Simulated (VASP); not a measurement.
Set up this calculation in VASP 6.6.1, as the native input.

- Task: single point
- Functional: PBE
- Potentials or basis: VASP PAW PBE potentials, release 64 (H, Pb_d, N, O)
- Cutoff: 520 eV
- k mesh: 6 × 4 × 4
- Occupations: fermi-dirac, width 0.05 eV
- Spin: no spin polarisation
- Dipole correction: no
- Further INCAR settings: ALGO = Normal; EDIFF = 1e-07; NBANDS = 31

The structure of HPbNO4 lies in POSCAR:

```
HPbNO4
1.0
    4.3036241364     -0.0004026491      0.0064021204
   -2.0977916605      5.2422394157     -0.0493949764
   -2.1378351119     -1.8780962541      4.9474600214
H Pb N O
1 1 1 4
Direct
    0.9907300000      0.0333000000      0.9099400000
    0.5027400000      0.8198900000      0.1428700000
    0.0083800000      0.4740800000      0.5026500000
    0.9981600000      0.9274100000      0.0287700000
    0.1946700000      0.7343500000      0.6085200000
    0.8167300000      0.3588200000      0.2455600000
    0.0138100000      0.3312100000      0.6521700000
```

These files were run (other wordings do the same):

INCAR

```
SYSTEM = HPbNO4
ALGO = Normal
EDIFF = 1E-7
ENCUT = 520
GGA = PE
ISIF = 2
ISMEAR = -1
LASPH = .True.
LCHARG = .False.
LREAL = .False.
LWAVE = .False.
NBANDS = 31
NELM = 60
PREC = Accurate
SIGMA = 0.05
```

KPOINTS

```
k-points
0
Gamma
  6 4 4
  0 0 0
```

Potentials or basis: VASP PAW PBE potentials, release 64 (H, Pb_d, N, O).

Run with:

```console
$ cat potpaw_PBE.64/H/POTCAR potpaw_PBE.64/Pb_d/POTCAR potpaw_PBE.64/N/POTCAR potpaw_PBE.64/O/POTCAR > POTCAR
$ mpirun -np 1 vasp_std > vasp.out
```

Results of the run:

```json
{"Pressure": "-1.1 GPa", "Largest force": "0.187 eV/Å", "Band gap on the k mesh": "2.81 eV (least direct gap 3.10 eV)"}
```

Caveat: spin-orbit coupling is left out, which moves the levels of the heavy elements.

It took 88 s on 1 thread of AMD EPYC 9R45 96-Core Processor (Zen 5) (shared host), peak memory 0.3 GiB.
